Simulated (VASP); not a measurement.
Ti4B, 5 atoms in the cell. The structure is tetragonal, space group I4/mmm (No. 139). The conventional cell has a = 6.062 Å, b = 6.062 Å, c = 4.311 Å, α = 90.00°, β = 90.00°, γ = 90.00°. Ti (site symmetry m2m) has 1 B at 1.87 Å and 1 Ti at 2.31 Å within 2.5 Å. B (site symmetry 4/mmm) has 4 Ti at 1.87 Å within 2.5 Å. The cell was built from a structure type or drawn by symmetry, and may not be a known phase.

* Program: VASP 6.6.1
* Task: single point
* Functional: PBE
* Potentials or basis: VASP PAW PBE potentials, release 64 (Ti_sv, B)
* Cutoff: 520 eV
* k mesh: 6 × 6 × 6
* Occupations: gaussian, width 0.1 eV
* Spin: no spin polarisation
* Dipole correction: no
* Further INCAR settings: ALGO = Normal; EDIFF = 1e-07; NBANDS = 34

Potentials or basis: VASP PAW PBE potentials, release 64 (Ti_sv, B).

Command:

```bash
$ cat potpaw_PBE.64/Ti_sv/POTCAR potpaw_PBE.64/B/POTCAR > POTCAR
$ mpirun -np 1 vasp_std > vasp.out
```

Hardware: 1 thread of Intel(R) Xeon(R) 6975P-C (Granite Rapids), on a shared host.

Q: How long does it take, and how much memory?

A: Wall time 43 s on 1 thread of Intel(R) Xeon(R) 6975P-C (Granite Rapids) (shared host), peak memory 0.22 GiB. Counts: scf iterations 17, k points 30.
